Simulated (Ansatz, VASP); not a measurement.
## Two plane-wave programs on SiMo3

Contents of INCAR:

```
PREC = Accurate
ENCUT = 500
EDIFF = 1E-7
ISMEAR = 0
SIGMA = 0.1
LREAL = F
LASPH = T
NELM = 120
ALGO = Normal
ISIF = 3
LWAVE = F
LCHARG = F
GGA = PE
IBRION = 2
NSW = 100
EDIFFG = -0.01
GGA_COMPAT = F
NELMIN = 4
```

Contents of KPOINTS:

```
regular mesh
0
Gamma
  6 6 6
```

POSCAR

```
SiMo3
1.0
    4.9010307728      0.0000000000      0.0000000000
    0.0000000000      4.9010307728      0.0000000000
    0.0000000000      0.0000000000      4.9010307728
Si Mo
2 6
Direct
    0.5000000000      0.5000000000      0.5000000000
    0.0000000000      0.0000000000      0.0000000000
    0.0000000000      0.5000000000      0.7500000000
    0.0000000000      0.5000000000      0.2500000000
    0.5000000000      0.2500000000      0.0000000000
    0.5000000000      0.7500000000      0.0000000000
    0.2500000000      0.0000000000      0.5000000000
    0.7500000000      0.0000000000      0.5000000000
```

Input for Ansatz:

```yaml
crystal:
  lattice:
    - [4.9010307728, 0.0, 0.0]
    - [0.0, 4.9010307728, 0.0]
    - [0.0, 0.0, 4.9010307728]
  atoms:
    - { symbol: Si, position: [0.5, 0.5, 0.5] }
    - { symbol: Si, position: [0.0, 0.0, 0.0] }
    - { symbol: Mo, position: [0.0, 0.5, 0.75] }
    - { symbol: Mo, position: [0.0, 0.5, 0.25] }
    - { symbol: Mo, position: [0.5, 0.25, 0.0] }
    - { symbol: Mo, position: [0.5, 0.75, 0.0] }
    - { symbol: Mo, position: [0.25, 0.0, 0.5] }
    - { symbol: Mo, position: [0.75, 0.0, 0.5] }
basis:
  ecutwfc: 420
kpoints:
  mp_grid: { grid: [6, 6, 6] }
hamiltonian:
  xc: pbe
scf:
  occupations: { method: gaussian, width: 0.1 }
output:
  forces: true
  stress: true
  eigenvalues: true
relax:
  adjacent_minimum: "off"
  f_tol: 0.01
  max_steps: 80
  cell: { stress_tol: 0.05 }
```

Alike in both runs: task relaxation of cell and atoms; functional PBE; k mesh 6 × 6 × 6; occupations gaussian, width 0.1 eV; no spin polarisation.

```csv
,VASP,Ansatz
version,VASP 6.6.1,Ansatz 0.2.0
potentials or method,"VASP PAW PBE potentials, release 64 (Si, Mo_sv), cutoff 500 eV","scalar-relativistic, plane waves, PAW"
valence electrons in the cell,92,92
```

|  | VASP | Ansatz | Ansatz less VASP |
| --- | --- | --- | --- |
| gap on the k mesh at the Fermi level, each at its own relaxed structure (eV) | none | none | - |
| relaxed volume (Å³/atom) | 14.79 | 14.76 | -0.028 |
| relaxed cell length with the largest relative difference (Å) | 4.910 | 4.906 | -0.0031 |

A gap of «none» marks a metal or a gap that the smearing closes.
